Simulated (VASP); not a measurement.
# GaN (P6_3mc) in VASP: relaxation of cell and atoms with PBE

Aim: the relaxation of cell and atoms of GaN with PBE.

All numbers are computed with VASP 6.6.1; they aren't measurements. Logs are shortened: lines on timing, memory, paths and dates and some standing lists are left out, and cuts for length are marked.

### Step 1. The cell of the first run

Symmetry: P6_3mc, No. 186, hexagonal system. The conventional cell has a = 3.190 Å, b = 3.190 Å, c = 5.189 Å, α = 90.00°, β = 90.00°, γ = 120.00°. Within 2.6 Å of Ga (site symmetry 3m) lie 4 N at 1.95 to 1.96 Å. Within 2.6 Å of N (site symmetry 3m) lie 4 Ga at 1.95 to 1.96 Å.

### Step 2. Relaxation of cell and atoms, PBE

INCAR reads:

```
ALGO = Normal
EDIFF = 1E-6
EDIFFG = -0.005
ENCUT = 600
GGA = PE
IBRION = 2
ISIF = 3
ISMEAR = 0
LASPH = True
LCHARG = False
LREAL = False
LWAVE = False
NELM = 60
NSW = 60
PREC = Accurate
SIGMA = 0.02
```

KPOINTS reads:

```
k-points
0
Gamma
  6 6 4
```

POSCAR reads:

```
GaN
1.0
    3.1900000000      0.0000000000      0.0000000000
   -1.5950000000      2.7626210381      0.0000000000
    0.0000000000      0.0000000000      5.1890000000
Ga N
2 2
Direct
    0.3333333333      0.6666666667      0.0000000000
    0.6666666667      0.3333333333      0.5000000000
    0.3333333333      0.6666666667      0.3770000000
    0.6666666667      0.3333333333      0.8770000000
```

Potentials or basis: VASP PAW PBE potentials, release 64 (Ga_d, N).

On the command line:

```console
> cat potpaw_PBE.64/Ga_d/POTCAR potpaw_PBE.64/N/POTCAR > POTCAR
> mpirun -np 1 vasp_std > vasp.out
```

OUTCAR:

```text
EDIFF = 1E-6
   EDIFFG = -0.005
   ENCUT = 600
   GGA = PE
   IBRION = 2
   ISIF = 3
   ISMEAR = 0
   LASPH = True
   LREAL = False
   NELM = 60
   NSW = 60
   PREC = Accurate

 ion  position               nearest neighbor table
   1  0.333  0.667  0.000-   4 1.95   4 1.95   4 1.95   3 1.96
   2  0.667  0.333  0.500-   3 1.95   3 1.95   3 1.95   4 1.96
   3  0.333  0.667  0.377-   2 1.95   2 1.95   2 1.95   1 1.96
   4  0.667  0.333  0.877-   1 1.95   1 1.95   1 1.95   2 1.96

  LATTYP: Found a hexagonal cell.
 ALAT       =     3.1900000000
 C/A-ratio  =     1.6266457680

  Lattice vectors:

 A1 = (   3.1900000000,   0.0000000000,   0.0000000000)
 A2 = (  -1.5950000000,   2.7626210381,   0.0000000000)
 A3 = (   0.0000000000,   0.0000000000,   5.1890000000)

Analysis of symmetry for initial positions (statically):
=====================================================================
 Subroutine PRICEL returns:
 Original cell was already a primitive cell.

 Routine SETGRP: Setting up the symmetry group for a
 hexagonal supercell.

 Subroutine GETGRP returns: Found 12 space group operations
 (whereof  6 operations were pure point group operations)
 out of a pool of 24 trial point group operations.

The static configuration has the point symmetry C_3v.
 The point group associated with its full space group is C_6v.

Analysis of symmetry for dynamics (positions and initial velocities):
=====================================================================
 Subroutine PRICEL returns:
 Original cell was already a primitive cell.

 Routine SETGRP: Setting up the symmetry group for a
 hexagonal supercell.

 Subroutine GETGRP returns: Found 12 space group operations
 (whereof  6 operations were pure point group operations)
 out of a pool of 24 trial point group operations.

The dynamic configuration has the point symmetry C_3v.
 The point group associated with its full space group is C_6v.

 Subroutine INISYM returns: Found 12 space group operations
 (whereof  6 operations are pure point group operations),
 and found     1 'primitive' translations

----------------------------------------------------------------------------------------

                                     Primitive cell

  volume of cell :      45.7294

  direct lattice vectors                    reciprocal lattice vectors
     3.190000000  0.000000000  0.000000000     0.313479624  0.180987545  0.000000000
[... 89 lines left out ...]
   NSW    =     60    number of steps for IOM
   IBRION =      2    ionic relax: 0-MD 1-quasi-New 2-CG
   NFREE  =      1    steps in history (QN), initial steepest desc. (CG)
   ISIF   =      3    stress and relaxation
   ISYM   =      2    0-nonsym 1-usesym 2-fastsym
   POTIM  = 0.5000    time-step for ionic-motion
   TEBEG  =    0.0;   TEEND  =   0.0 temperature during run
   PSTRESS=    0.0 pullay stress
   NELECT =      36.0000    total number of electrons
   NUPDOWN=      -1.0000    fix difference up-down
   EMIN   =  10.00;   EMAX   =-10.00  energy-range for DOS
   EFERMI =   0.00;   METHOD = LEGACY
   ISMEAR =     0;   SIGMA  =   0.02  broadening in eV -4-tet -1-fermi 0-gaus
   EFERMI_NEDOS =   21; number of points for ismear=-14 and -15
   IALGO  =     38    algorithm
   IMIX   =      4    mixing-type and parameters
     AMIX     =   0.40;   BMIX     =  1.00
     AMIX_MAG =   1.60;   BMIX_MAG =  1.00
  volume/ion in A,a.u.               =      11.43        77.15
  Fermi-wavevector in a.u.,A,eV,Ry     =   1.511624  2.856555 31.089409  2.285007
  Thomas-Fermi vector in A             =   2.621656
   LORBIT       =      0    0 simple, 1 ext, 2 COOP (PROOUT), +10 PAW based schemes
   GGA     = PE    functional components
   LHFCALC =     F    Hartree Fock is set to
   AEXX    =    0.0000 exact exchange contribution
   IVDW    =     0    specifies the selected vdW correction
   LEPSILON=     F    determine dielectric tensor
   LRPA    =     F    only Hartree local field effects (RPA)
 conjugate gradient relaxation of ions
 non-spin polarized calculation
 Gauss-broadening in eV      SIGMA  =   0.02
  energy-cutoff  :      600.00
  volume of cell :       45.73
 maximum number of plane-waves:      1550
 NGX is ok and might be reduce to    28
   NGX = 13   NGY = 13   NGZ = 21

--------------------------------------- Ionic step        1  -------------------------------------------

 number of electron      35.9999996 magnetization

 Free energy of the ion-electron system (eV)
  ---------------------------------------------------
  ext. energy  EPLUGINS =         0.00000000
  ---------------------------------------------------
  free energy    TOTEN  =       -24.30454347 eV

  energy without entropy =      -24.30454347  energy(sigma->0) =      -24.30454347

------------------------ aborting loop because EDIFF is reached ----------------------------------------

  FORCE on cell =-STRESS in cart. coord.  units (eV):
  Direction    XX          YY          ZZ          XY          YZ          ZX
  --------------------------------------------------------------------------------------
  -------------------------------------------------------------------------------------
  Total        1.3959577      1.3959577      1.4998362      0.0000000      0.0000000      0.0000000
  in kB       48.9088178     48.9088178     52.5483093      0.0000000      0.0000000      0.0000000
  external PRESSURE =      50.1219816 kB  Pullay stress =       0.0000000 kB
[... 95 lines left out ...]
  FREE ENERGIE OF THE ION-ELECTRON SYSTEM (eV)
  ---------------------------------------------------
  free  energy   TOTEN  =       -24.3242915127 eV

  energy  without entropy=      -24.3242915127  energy(sigma->0) =      -24.32429151

[... ionic steps 4 to 10 ...]

--------------------------------------- Ionic step       11  -------------------------------------------

 number of electron      36.0000003 magnetization

------------------------ aborting loop because EDIFF is reached ----------------------------------------
[... 71 lines left out ...]
--------------------------------------- Ionic step       13  -------------------------------------------

 number of electron      36.0000003 magnetization

 Free energy of the ion-electron system (eV)
  ---------------------------------------------------
  ext. energy  EPLUGINS =         0.00000000
  ---------------------------------------------------
  free energy    TOTEN  =       -24.32430335 eV

  energy without entropy =      -24.32430335  energy(sigma->0) =      -24.32430335

 E-fermi :   5.1102     XC(G=0): -11.5154

 val. band max:        5.0124562683   @ k =   0.0000   0.0000   0.0000
 cond. band min:       6.7301541176   @ k =   0.0000   0.0000   0.0000
 fundamental gap:      1.7176978493
 Fermi energy:         5.1102402787

 k-point     1 :       0.0000    0.0000    0.0000
  band No.  band energies     occupation
      1     -10.7248      2.00000
      2      -9.9012      2.00000
      3      -8.4096      2.00000
      4      -8.3952      2.00000
      5      -8.3952      2.00000
      6      -8.3394      2.00000
[... 545 lines left out ...]
  FREE ENERGIE OF THE ION-ELECTRON SYSTEM (eV)
  ---------------------------------------------------
  free  energy   TOTEN  =       -24.3243033496 eV

  energy  without entropy=      -24.3243033496  energy(sigma->0) =      -24.32430335

 reached required accuracy - stopping structural energy minimisation
```

CONTCAR:

```text
GaN
   1.00000000000000
     3.2186678906959907   -0.0000000000000000    0.0000000000000000
    -1.6093339453479953    2.7874481597163885   -0.0000000000000000
     0.0000000000000000    0.0000000000000000    5.2412628265406589
  Ga              N
     2     2
Direct
     0.3333333332999970    0.6666666667000030    0.0000643896007500
     0.6666666667000030    0.3333333332999970    0.5000643896007501
     0.3333333332999970    0.6666666667000030    0.3769356103992526
     0.6666666667000030    0.3333333332999970    0.8769356103992524

  0.00000000E+00  0.00000000E+00  0.00000000E+00
  0.00000000E+00  0.00000000E+00  0.00000000E+00
  0.00000000E+00  0.00000000E+00  0.00000000E+00
  0.00000000E+00  0.00000000E+00  0.00000000E+00
```

It took 5.1 min on 1 thread of Intel Xeon Platinum 8175M at 2.50GHz (Skylake/Cascade Lake), shared host; peak memory 0.19 GiB.

What came out:

```
Free energy                           : -24.3243 eV
Relaxed volume                        : 11.76 Å³/atom
Relaxed cell                          : a = 3.219 Å, b = 3.219 Å, c = 5.241 Å, α = 90.00°, β = 90.00°, γ = 120.00°
Space group after relaxing (to 0.1 Å) : P6_3mc (No. 186)
Energy gained by relaxing             : 4.9 meV/atom
Ionic steps                           : 13
Pressure after relaxing               : 0.0 GPa
Largest force after relaxing          : 0.005 eV/Å
Band gap on the k mesh                : 1.72 eV
```

Forces on the atoms (eV/Å):
```
Ga   0.000  0.000  0.005
Ga   0.000  0.000  0.005
N    0.000  0.000 -0.005
N    0.000  0.000 -0.005
```

The path:
| step | energy change (eV) | largest force (eV/Å) | pressure (GPa) | volume (Å³) |
| --- | --- | --- | --- | --- |
| 1 | 0.0000 | 0.0058 | 5.01 | 45.73 |
| 2 | -0.0061 | 0.0026 | -3.76 | 48.14 |
| 3 | -0.0197 | 0.0045 | 0.05 | 47.02 |
| 4 | -0.0197 | 0.0045 | -0.47 | 47.05 |
| 5 | -0.0194 | 0.0058 | 0.69 | 46.83 |
| 6 | -0.0197 | 0.0049 | 0.07 | 46.99 |
| 7 | -0.0197 | 0.0056 | -0.03 | 47.00 |
| 8 | -0.0197 | 0.0047 | 0.03 | 47.00 |
| 9 | -0.0197 | 0.0049 | 0.10 | 47.00 |
| 10 | -0.0198 | 0.0031 | -0.16 | 47.03 |
| 11 | -0.0198 | 0.0045 | 0.03 | 47.02 |
| 12 | -0.0198 | 0.0026 | -0.10 | 47.03 |
| 13 | -0.0198 | 0.0048 | -0.05 | 47.02 |

Final structure:
```
CELL_PARAMETERS angstrom
3.21867 0.00000 0.00000
-1.60933 2.78745 0.00000
0.00000 0.00000 5.24126
ATOMIC_POSITIONS crystal
Ga 0.33333 0.66667 0.00006
Ga 0.66667 0.33333 0.50006
N 0.33333 0.66667 0.37694
N 0.66667 0.33333 0.87694
```
